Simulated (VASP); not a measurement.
Input of a VASP 6.6.1 run:

The input INCAR:

```
SYSTEM = GaAs
ALGO = Normal
EDIFF = 1E-7
EDIFFG = -0.01
ENCUT = 600
GGA = PE
IBRION = 2
ISIF = 3
ISMEAR = 0
LASPH = .True.
LCHARG = .False.
LREAL = .False.
LWAVE = .False.
NELM = 60
NSW = 100
PREC = Accurate
SIGMA = 0.02
```

The input KPOINTS:

```
k-points
0
Gamma
  12 12 12
  0 0 0
```

File POSCAR:

```
GaAs
1.0
    0.0000000000      2.8268499400      2.8268499400
    2.8268499400      0.0000000000      2.8268499400
    2.8268499400      2.8268499400      0.0000000000
Ga As
1 1
Direct
    0.0000000000      0.0000000000      0.0000000000
    0.2500000000      0.2500000000      0.2500000000
```

Potentials or basis: VASP PAW PBE potentials, release 64 (Ga_d, As).

The run is started by

```bash
$ cat potpaw_PBE.64/Ga_d/POTCAR potpaw_PBE.64/As/POTCAR > POTCAR
$ mpirun -np 1 vasp_std > vasp.out
```

Problem. Predict the band gap on the k mesh.

Solution. 0.15 eV.

Problem. Estimate the relaxed volume.

Solution. 23.77 Å³/atom.

Problem. What does it give for the relaxed cell?

Solution. a = 4.066 Å, b = 4.066 Å, c = 4.066 Å, α = 60.00°, β = 60.00°, γ = 60.00°.

Final structure:
```
CELL_PARAMETERS angstrom
0.00000 2.87508 2.87508
2.87508 0.00000 2.87508
2.87508 2.87508 0.00000
ATOMIC_POSITIONS crystal
Ga 0.00000 0.00000 0.00000
As 0.25000 0.25000 0.25000
```

PBE usually gives volumes a little too large and moduli too small. Zero-point motion and thermal expansion aren't in these numbers.
